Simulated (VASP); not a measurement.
Crystal: FeNi3.

```
Fe Ni
1.0
     3.51435    0.00000    0.00000
     0.00000    3.51435    0.00000
     0.00000    0.00000    3.51435
Fe Ni
1 3
Direct
  0.00000 0.00000 0.00000
  0.00000 0.50000 0.50000
  0.50000 0.00000 0.50000
  0.50000 0.50000 0.00000
```

Base run:

```yaml
Program: VASP 6.6.1
Functional: r2SCAN
Potentials_or_basis: VASP PAW PBE potentials, release 64 (Fe, Ni)
Cutoff: 520 eV
k_mesh: 12 × 12 × 12
Occupations: gaussian, width 0.05 eV
Spin: collinear spin, ferrimagnetic start
Starting_moments: "[2.5, -0.8, -0.8, -0.8] μB"
```

Its results: pressure 0.0 GPa.

Question: The run is repeated on the same cell with these changes: spin from collinear spin, ferrimagnetic start to no spin polarisation; further incar settings from ALGO = Normal; EDIFF = 1e-06; NBANDS = 31 to ALGO = Normal; EDIFF = 1e-07; NBANDS = 27. What comes out?

Answer: Pressure -11.0 GPa.

Caveats: the PAW data sets were made with another functional, which shifts forces and pressure a little; the cell stands under tension (at least some runs).
